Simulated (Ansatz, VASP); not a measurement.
**One calculation of P, two programs**

```
P
1.0
     4.32913    0.00000    0.00000
     0.00000    4.32913    0.00000
     0.00000    0.00000    4.43561
P
1
Cartesian
  0.0000 0.0000 0.0000
```

Change from the starting cell: volume scaled by 1.04, crystal datasets.

Alike in both runs: task electric field gradients; functional PBEsol; k mesh 10 × 10 × 9; occupations fermi-dirac, width 0.08 eV; no spin polarisation.

|  | VASP | Ansatz |
| --- | --- | --- |
| version | VASP 6.6.1 | Ansatz 0.2.0 |
| potentials or method | VASP PAW PBE potentials, release 64 (P), cutoff 400 eV | all-electron PAW with datasets made for the crystal, scalar-relativistic |

|  | VASP | Ansatz | Ansatz less VASP |
| --- | --- | --- | --- |
| pressure (GPa) | -3.4 | -3.4 | 0.00 |
| traceless stress, the component that is largest in VASP (GPa) | 0.30 | 0.29 | -0.001 |
| size of Vzz on the site where it differs most (V/Å²) | 0.8 | 0.7 | -0.06 |

VASP's potentials were made for PBE, not for PBEsol. Ansatz ran all-electron here, and VASP with PAW potentials.
